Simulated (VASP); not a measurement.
A run of VASP 6.6.1:

Contents of INCAR:

```
  ALGO = Normal
  EDIFF = 1E-6
  ENCUT = 750
  GGA = PE
  GGA_COMPAT = F
  ISIF = 2
  ISMEAR = 0
  LASPH = T
  LCHARG = F
  LREAL = F
  LWAVE = F
  NBANDS = 12
  NELM = 120
  PREC = Accurate
  SIGMA = 0.01
```

File KPOINTS:

```
k-points
0
Gamma
  12 12 12
```

File POSCAR:

```
LiF
1.0
    0.0000000000      2.0340121586      2.0340121586
    2.0340121586      0.0000000000      2.0340121586
    2.0340121586      2.0340121586      0.0000000000
Li F
1 1
Direct
    0.0000000000      0.0000000000      0.0000000000
    0.5000000000      0.5000000000      0.5000000000
```

Potentials or basis: VASP PAW PBE potentials, release 64 (Li_sv, F).

Launch:

```sh
$ cat potpaw_PBE.64/Li_sv/POTCAR potpaw_PBE.64/F/POTCAR > POTCAR
$ mpirun -np 1 vasp_std > vasp.out
```

Hardware: 1 thread of Intel Xeon 8259CL, on a shared host.

Question: How long does it take, and how much memory?

Answer: Run time: 40 s on 1 thread of Intel Xeon 8259CL, with other jobs on the host, peak memory 0.16 GiB. Counts: scf iterations 12, k points 72.
